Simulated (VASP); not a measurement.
Crystal: Ho3N.

```
Ho N
1.0
     5.15014    0.00000    0.00000
    -2.57507    4.46015    0.00000
     0.00000    0.00000    4.29639
Ho N
3 1
Direct
  0.51592 0.48408 0.23968
  0.51592 0.03183 0.23968
  0.96817 0.48408 0.23968
  0.33333 0.66667 0.70480
```

The cell was generated, and may not be a known phase.

* Program: VASP 6.6.1
* Task: relaxation of cell and atoms
* Functional: PBE
* Potentials or basis: VASP PAW PBE potentials, release 64 (Ho_3, N), 4f in core
* Cutoff: 600 eV
* k mesh: 5 × 5 × 5
* Occupations: gaussian, width 0.2 eV
* Spin: no spin polarisation

At the start: pressure 18.1 GPa; volume 24.67 Å³/atom.

How do energy, volume and symmetry change on relaxing?

Over 11 steps the energy falls by 2346.6 meV/atom and the volume is 29.29 Å³/atom (+18.7 %); space group P3m1 (No. 156, to 0.1 Å) before, P-6m2 (No. 187, to 0.1 Å).

The path:
```
step  energy change (eV)  largest force (eV/Å)  pressure (GPa)  volume (Å³)
   1              0.0000                9.4107           18.12        98.69
   2             -7.0203                5.2823            5.15       133.94
   3             -7.7869                2.9041            1.19       122.04
   4             -7.7867                3.4485            1.48       124.61
   5             -9.0752                0.3938           -4.46       133.29
   6             -9.0761                0.3856           -4.48       133.35
   7             -9.3356                0.6514            0.64       118.27
   8             -9.3363                0.6388            0.40       118.86
   9             -9.3814                0.0652            0.02       117.58
  10             -9.3827                0.0617           -0.04       117.31
  11             -9.3865                0.0253            0.00       117.17
```

Final structure:
```
Ho N
1.0
     6.53507    0.00000    0.00000
    -3.26754    5.65954    0.00000
     0.00000    0.00000    3.16802
Ho N
3 1
Direct
  0.49253 0.50747 0.23105
  0.49253 0.98505 0.23105
  0.01495 0.50747 0.23105
  0.33333 0.66667 0.73068
```

Caveat: the volume moved by over 15 % at a fixed basis, so the end points are rough; the run has no spin polarisation, though such a crystal can be magnetic.
